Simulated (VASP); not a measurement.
Set up this calculation in VASP 6.6.1, as the native input.

```yaml
Task: single point
Functional: PBE
Potentials_or_basis: VASP PAW PBE potentials, release 64 (Rh_pv)
Cutoff: 520 eV
k_mesh: 18 × 18 × 10
Occupations: gaussian, width 0.15 eV
Spin: no spin polarisation
Dipole_correction: no
Further_INCAR_settings: ALGO = Normal; EDIFF = 1e-06; NBANDS = 22
```

The structure of Rh lies in POSCAR:

```
Rh
1.0
    2.7248648783      0.0000000000      0.0000000000
   -1.3624324392      2.3598022065      0.0000000000
    0.0000000000      0.0000000000      4.3851186776
Rh
2
Direct
    0.6666666667      0.3333333333      0.7500000000
    0.3333333333      0.6666666667      0.2500000000
```

This isn't the form of Rh at room conditions, which is fcc.

The input as run:

INCAR

```
PREC = Accurate
ENCUT = 520
EDIFF = 1E-6
ISMEAR = 0
SIGMA = 0.15
LREAL = False
LASPH = True
NELM = 60
ALGO = Normal
ISIF = 2
LWAVE = False
LCHARG = True
GGA = PE
LELF = True
LVHAR = True
NBANDS = 22
```

KPOINTS

```
regular mesh
0
Gamma
  18 18 10
```

Potentials or basis: VASP PAW PBE potentials, release 64 (Rh_pv).

Launch:

```sh
$ cat potpaw_PBE.64/Rh_pv/POTCAR > POTCAR
$ mpirun -np 1 vasp_std > vasp.out
```

It gave:

```
Pressure               : 0.1 GPa
Band gap on the k mesh : zero (bands 15 and 16 overlap by 2.32 eV)
```

Run time: 36 s on 1 thread of Intel(R) Xeon(R) 6975P-C (Granite Rapids), on a shared host, peak memory 0.22 GiB.
